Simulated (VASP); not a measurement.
The system is FeSb.

```xyz
4
Lattice="4.0600 0.0000 0.0000 -2.0300 3.5161 0.0000 0.0000 0.0000 5.1300" Properties=species:S:1:pos:R:3 pbc="T T T"
Fe    0.0000    0.0000    0.0000
Fe    0.0000    0.0000    2.5650
Sb    0.0000    2.3440    1.2825
Sb    2.0300    1.1720    3.8475
```

Program: VASP 6.6.1. Alike in all runs: task single point; level LDA; potentials or basis VASP PAW LDA potentials, release 64 (Fe, Sb); spin collinear, ferromagnetic start; cell as given; k mesh 8 × 8 × 6; cutoff (eV) 520; smearing fermi-dirac 0.1 eV.

Problem. Order these runs on this cell by their pressure, lowest first.
A. fixed moment (μB) 3.83
B. fixed moment (μB) 3.12
C. fixed moment (μB) 2.41

Solution. C (-13.5 GPa), B (-11.8 GPa), A (-9.3 GPa).

Caveats: the cell stands under tension; the total moment is fixed, so each spin has its own Fermi level and the state may be an excited one; the run started ferromagnetic, and an antiferromagnetic order may lie lower in energy.
